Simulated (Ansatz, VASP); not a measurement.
GaP: VASP beside Ansatz

File INCAR:

```
SYSTEM = GaP
PREC = Accurate ; ENCUT = 520
EDIFF = 1E-7 ; ISMEAR = 0
SIGMA = 0.1 ; LREAL = .FALSE.
LASPH = .TRUE. ; NELM = 80
ALGO = Normal ; ISIF = 2
LWAVE = .FALSE. ; LCHARG = .TRUE.
GGA = PE ; LELF = .TRUE.
LVHAR = .TRUE. ; NBANDS = 16
```

KPOINTS

```
Automatic mesh
0
G
  6 6 6
  0 0 0
```

File POSCAR:

```
GaP
1.0
    0.0000000000      2.7258124945      2.7258124945
    2.7258124945      0.0000000000      2.7258124945
    2.7258124945      2.7258124945      0.0000000000
Ga P
1 1
Direct
    0.0000000000      0.0000000000      0.0000000000
    0.2500000000      0.2500000000      0.2500000000
```

Input for Ansatz:

```yaml
crystal:
  lattice:
    - [0.0, 2.7258124945, 2.7258124945]
    - [2.7258124945, 0.0, 2.7258124945]
    - [2.7258124945, 2.7258124945, 0.0]
  atoms:
    - { symbol: Ga, position: [0.0, 0.0, 0.0] }
    - { symbol: P, position: [0.25, 0.25, 0.25] }
basis:
  ecutwfc: 420
kpoints:
  mp_grid: { grid: [6, 6, 6] }
hamiltonian:
  xc: pbe
scf:
  occupations: { method: gaussian, width: 0.1 }
output:
  forces: true
  stress: true
  eigenvalues: true
```

Alike in both runs: task single point; functional PBE; k mesh 6 × 6 × 6; occupations gaussian, width 0.1 eV; no spin polarisation.

|  | VASP | Ansatz |
| --- | --- | --- |
| version | VASP 6.6.1 | Ansatz 0.2.0 |
| potentials or method | VASP PAW PBE potentials, release 64 (Ga_d, P), cutoff 520 eV | scalar-relativistic, plane waves, PAW |
| valence electrons in the cell | 18 | 18 |

|  | VASP | Ansatz | Ansatz less VASP |
| --- | --- | --- | --- |
| gap on the k mesh at the Fermi level (eV) | 1.65 | 1.65 | 0.000 |
| least direct gap on the mesh (eV) | 1.82 | 1.82 | +0.002 |
| pressure (GPa) | 2.5 | 2.5 | +0.02 |
